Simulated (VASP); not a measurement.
# Mg (Pm-3m) in VASP: notebook

The runs below take Mg through single point, with r2SCAN.

Everything below comes from runs of VASP 6.6.1. Logs are shortened: lines on timing, memory, paths and dates and some standing lists are left out, and cuts for length are marked.

## (1) The cell of the first run

Symmetry: Pm-3m, No. 221, cubic system. Conventional cell: a = 3.071 Å, b = 3.071 Å, c = 3.071 Å, α = 90.00°, β = 90.00°, γ = 90.00°. Within 4.0 Å of Mg (site symmetry m-3m) lie 6 Mg at 3.07 Å.

This isn't the form of Mg at room conditions, which is hcp.

## (2) Single point, r2SCAN (28.98 Å³/atom)

File POSCAR:

```
Mg
1.0
    3.0714774011      0.0000000000      0.0000000000
    0.0000000000      3.0714774011      0.0000000000
    0.0000000000      0.0000000000      3.0714774011
Mg
1
Direct
    0.0000000000      0.0000000000      0.0000000000
```

File INCAR.step1:

```
ALGO = Normal
EDIFF = 1E-4
ENCUT = 520
GGA = PE
ISMEAR = -1
LASPH = True
LCHARG = False
LREAL = False
LWAVE = True
NBANDS = 7
NELM = 80
PREC = Accurate
SIGMA = 0.1
```

File INCAR.step2:

```
ALGO = Normal
EDIFF = 1E-7
ENCUT = 520
ISIF = 2
ISMEAR = -1
ISTART = 1
LASPH = True
LCHARG = True
LELF = True
LMIXTAU = True
LREAL = False
LVHAR = True
LWAVE = False
METAGGA = R2SCAN
NBANDS = 7
NELM = 80
PREC = Accurate
SIGMA = 0.1
```

File KPOINTS:

```
k-points
0
Gamma
  12 12 12
```

Potentials or basis: VASP PAW PBE potentials, release 64 (Mg).

On the command line:

```bash
$ cat potpaw_PBE.64/Mg/POTCAR > POTCAR
$ cp INCAR.step1 INCAR
$ mpirun -np 1 vasp_std > vasp.out
$ cp INCAR.step2 INCAR
$ mpirun -np 1 vasp_std > vasp.out
```

OUTCAR:

```text
EDIFF = 1E-7
   ENCUT = 520
   ISIF = 2
   ISMEAR = -1
   ISTART = 1
   LASPH = True
   LREAL = False
   METAGGA = R2SCAN
   NELM = 80
   PREC = Accurate

 ion  position               nearest neighbor table
   1  0.000  0.000  0.000-

  LATTYP: Found a simple cubic cell.
 ALAT       =     3.0714774011

  Lattice vectors:

 A1 = (   3.0714774011,   0.0000000000,   0.0000000000)
 A2 = (   0.0000000000,   3.0714774011,   0.0000000000)
 A3 = (   0.0000000000,   0.0000000000,   3.0714774011)

Analysis of symmetry for initial positions (statically):
=====================================================================
 Subroutine PRICEL returns:
 Original cell was already a primitive cell.

 Routine SETGRP: Setting up the symmetry group for a
 simple cubic supercell.

 Subroutine GETGRP returns: Found 48 space group operations
 (whereof 48 operations were pure point group operations)
 out of a pool of 48 trial point group operations.

The static configuration has the point symmetry O_h .

Analysis of symmetry for dynamics (positions and initial velocities):
=====================================================================
 Subroutine PRICEL returns:
 Original cell was already a primitive cell.

 Routine SETGRP: Setting up the symmetry group for a
 simple cubic supercell.

 Subroutine GETGRP returns: Found 48 space group operations
 (whereof 48 operations were pure point group operations)
 out of a pool of 48 trial point group operations.

The dynamic configuration has the point symmetry O_h .

 Subroutine INISYM returns: Found 48 space group operations
 (whereof 48 operations are pure point group operations),
 and found     1 'primitive' translations

----------------------------------------------------------------------------------------

                                     Primitive cell

  volume of cell :      28.9762

  direct lattice vectors                    reciprocal lattice vectors
     3.071477401  0.000000000  0.000000000     0.325576219  0.000000000  0.000000000
     0.000000000  3.071477401  0.000000000     0.000000000  0.325576219  0.000000000
     0.000000000  0.000000000  3.071477401     0.000000000  0.000000000  0.325576219

  length of vectors
     3.071477401  3.071477401  3.071477401     0.325576219  0.325576219  0.325576219

  position of ions in fractional coordinates (direct lattice)
     0.000000000  0.000000000  0.000000000

  ion indices of the primitive-cell ions
   primitive index   ion index
                 1           1

----------------------------------------------------------------------------------------

 KPOINTS: k-points

Automatic generation of k-mesh.
 Grid dimensions read from file:
 generate k-points for:   12   12   12

 Generating k-lattice:

  Cartesian coordinates                     Fractional coordinates (reciprocal lattice)
     0.027131352  0.000000000  0.000000000     0.083333333  0.000000000  0.000000000
     0.000000000  0.027131352  0.000000000     0.000000000  0.083333333  0.000000000
     0.000000000  0.000000000  0.027131352     0.000000000  0.000000000  0.083333333

  Length of vectors
     0.027131352  0.027131352  0.027131352

  Shift w.r.t. Gamma in fractional coordinates (k-lattice)
     0.000000000  0.000000000  0.000000000

 Subroutine IBZKPT returns following result:
 ===========================================

 Found     84 irreducible k-points:

 Following reciprocal coordinates:
            Coordinates               Weight
  0.000000  0.000000  0.000000      1.000000
  0.083333  0.000000  0.000000      6.000000
  0.166667  0.000000  0.000000      6.000000
  0.250000  0.000000  0.000000      6.000000
  0.333333  0.000000  0.000000      6.000000
  0.416667  0.000000  0.000000      6.000000
[... 16 lines left out ...]
  0.333333  0.333333  0.000000     12.000000
  0.416667  0.333333  0.000000     24.000000
 [... further k-points ...]
   k-points           NKPTS =     84   k-points in BZ     NKDIM =     84   number of bands    NBANDS=      7
   number of dos      NEDOS =    301   number of ions     NIONS =      1
   total plane-waves  NPLWV =  13824
   dimension x,y,z NGX =    24 NGY =   24 NGZ =   24
   dimension x,y,z NGXF=    48 NGYF=   48 NGZF=   48
   ions per type =               1
   NGX,Y,Z   is equivalent  to a cutoff of  12.99, 12.99, 12.99 a.u.
   NGXF,Y,Z  is equivalent  to a cutoff of  25.98, 25.98, 25.98 a.u.
 SYSTEM =  unknown system
   PREC   = accura    normal or accurate (medium, high low for compatibility)
   ISTART =      1    job   : 0-new  1-cont  2-samecut
   ICHARG =      0    charge: 1-file 2-atom 10-const
   ISPIN  =      1    spin polarized calculation?
   LNONCOLLINEAR =      F non collinear calculations
   LSORBIT =      F    spin-orbit coupling
   LASPH  =      T    aspherical Exc in radial PAW
   ENCUT  =  520.0 eV  38.22 Ry    6.18 a.u.   5.71  5.71  5.71*2*pi/ulx,y,z
   NELM   =     80;   NELMIN=  2; NELMDL=  0     # of ELM steps
   EDIFF  = 0.1E-06   stopping-criterion for ELM
   LREAL  =      F    real-space projection
   EDIFFG = 0.1E-05   stopping-criterion for IOM
   NSW    =      0    number of steps for IOM
   IBRION =     -1    ionic relax: 0-MD 1-quasi-New 2-CG
   NFREE  =      0    steps in history (QN), initial steepest desc. (CG)
   ISIF   =      2    stress and relaxation
   ISYM   =      2    0-nonsym 1-usesym 2-fastsym
   POTIM  = 0.5000    time-step for ionic-motion
   TEBEG  =    0.0;   TEEND  =   0.0 temperature during run
   PSTRESS=    0.0 pullay stress
   NELECT =       2.0000    total number of electrons
   NUPDOWN=      -1.0000    fix difference up-down
   EMIN   =  10.00;   EMAX   =-10.00  energy-range for DOS
   EFERMI =   0.00;   METHOD = LEGACY
   ISMEAR =    -1;   SIGMA  =   0.10  broadening in eV -4-tet -1-fermi 0-gaus
   EFERMI_NEDOS =   21; number of points for ismear=-14 and -15
   IALGO  =     38    algorithm
   IMIX   =      4    mixing-type and parameters
     AMIX     =   0.40;   BMIX     =  1.00
     AMIX_MAG =   1.60;   BMIX_MAG =  1.00
  volume/ion in A,a.u.               =      28.98       195.54
  Fermi-wavevector in a.u.,A,eV,Ry     =   0.671538  1.269024  6.135735  0.450964
  Thomas-Fermi vector in A             =   1.747388
   LORBIT       =      0    0 simple, 1 ext, 2 COOP (PROOUT), +10 PAW based schemes
   METAGGA = R2SCAN    functional components
   LHFCALC =     F    Hartree Fock is set to
   AEXX    =    0.0000 exact exchange contribution
   IVDW    =     0    specifies the selected vdW correction
   LEPSILON=     F    determine dielectric tensor
   LRPA    =     F    only Hartree local field effects (RPA)
 non-spin polarized calculation
  energy-cutoff  :      520.00
  volume of cell :       28.98
 maximum number of plane-waves:       804
 NGX is ok and might be reduce to    24
   NGX = 11   NGY = 11   NGZ = 11

 number of electron       2.0000000 magnetization

 Free energy of the ion-electron system (eV)
  ---------------------------------------------------
  ext. energy  EPLUGINS =         0.00000000
  ---------------------------------------------------
  free energy    TOTEN  =        -3.68003369 eV

  energy without entropy =       -3.66418687  energy(sigma->0) =       -3.67211028

 E-fermi :   1.4206     XC(G=0):  -8.3005

 val. band max:        1.4144250876   @ k =   0.5000   0.2500   0.2500
 cond. band min:       1.4251387600   @ k =   0.5000   0.3333   0.1667
 fundamental gap:      0.0107136723
 Fermi energy:         1.4205682207

 k-point     1 :       0.0000    0.0000    0.0000
  band No.  band energies     occupation
      1      -4.9522      2.00000
      2       9.9883      0.00000
      3       9.9883      0.00000
      4      11.3646      0.00000
      5      11.3646      0.00000
      6      11.3646      0.00000
      7      16.2737      0.00000

 k-point     2 :       0.0833    0.0000    0.0000
  band No.  band energies     occupation
      1      -4.8330      2.00000
      2       8.4241      0.00000
      3      10.0934      0.00000
      4      11.4657      0.00000
      5      11.4657      0.00000
      6      12.6332      0.00000
      7      16.8441      0.00000

 k-point     3 :       0.1667    0.0000    0.0000
  band No.  band energies     occupation
      1      -4.4763      2.00000
      2       6.3280      0.00000
      3      10.4042      0.00000
      4      11.7692      0.00000
      5      11.7692      0.00000
      6      13.8562      0.00000
      7      18.5113      0.00000

 k-point     4 :       0.2500    0.0000    0.0000
  band No.  band energies     occupation
      1      -3.8842      2.00000
      2       4.3072      0.00000
      3      10.9030      0.00000
      4      12.2752      0.00000
      5      12.2752      0.00000
      6      14.7800      0.00000
      7      19.5853      0.00000

 k-point     5 :       0.3333    0.0000    0.0000
  band No.  band energies     occupation
      1      -3.0609      2.00000
      2       2.4397      0.00007
      3      11.5420      0.00000
      4      12.9839      0.00000
      5      12.9839      0.00000
      6      15.6613      0.00000
      7      17.8767      0.00000
[... 161 lines left out ...]
 k-point    22 :       0.5000    0.2500    0.0000
  band No.  band energies     occupation
      1       0.1702      1.99999
      2       0.4163      1.99991
      3       8.0642      0.00000
      4       8.7845      0.00000
      5      15.6550      0.00000
      6      16.1204      0.00000
      7      17.0658      0.00000

 k-point    23 :       0.3333    0.3333    0.0000
  band No.  band energies     occupation
      1      -1.1978      2.00000
      2       3.6832      0.00000
      3       4.9116      0.00000
      4       9.6150      0.00000
      5      14.5671      0.00000
      6      16.1123      0.00000
      7      18.6661      0.00000

 k-point    24 :       0.4167    0.3333    0.0000
  band No.  band energies     occupation
      1      -0.1677      2.00000
      2       2.4917      0.00004
      3       5.4249      0.00000
      4       8.0353      0.00000
      5      15.4379      0.00000
      6      17.0911      0.00000
      7      17.7317      0.00000

 [... further k-points ...]
[... 5 lines left out ...]
  --------------------------------------------------------------------------------------
  -------------------------------------------------------------------------------------
  Total       -0.3022227     -0.3022227     -0.3022227     -0.0000000     -0.0000000      0.0000000
  in kB      -16.7107393    -16.7107393    -16.7107393     -0.0000000     -0.0000000      0.0000000
  external PRESSURE =     -16.7107393 kB  Pullay stress =       0.0000000 kB

 VOLUME and BASIS-vectors are now :
 -----------------------------------------------------------------------------
  energy-cutoff  :      520.00
  volume of cell :       28.98
      direct lattice vectors                 reciprocal lattice vectors
     3.071477401  0.000000000  0.000000000     0.325576219  0.000000000  0.000000000
     0.000000000  3.071477401  0.000000000     0.000000000  0.325576219  0.000000000
     0.000000000  0.000000000  3.071477401     0.000000000  0.000000000  0.325576219

 POSITION                                       TOTAL-FORCE (eV/Angst)
 -----------------------------------------------------------------------------------
      0.00000      0.00000      0.00000         0.000000      0.000000      0.000000
 -----------------------------------------------------------------------------------
    total drift:                                0.000000     -0.000000      0.000000

  FREE ENERGIE OF THE ION-ELECTRON SYSTEM (eV)
  ---------------------------------------------------
  free  energy   TOTEN  =        -3.6800336940 eV

  energy  without entropy=       -3.6641868737  energy(sigma->0) =       -3.67211028
```

Wall time 16 s (1 thread of Intel Xeon 6975P-C (Granite Rapids), shared host); peak memory 0.15 GiB.

Results:

- Free energy: -3.6800 eV
- Pressure: -1.7 GPa
- Band gap on the k mesh: zero (bands 1 and 2 overlap by 6.77 eV)

Caveat: the PAW data sets were made with another functional, which shifts forces and pressure a little.

[end of part 1 of 2]
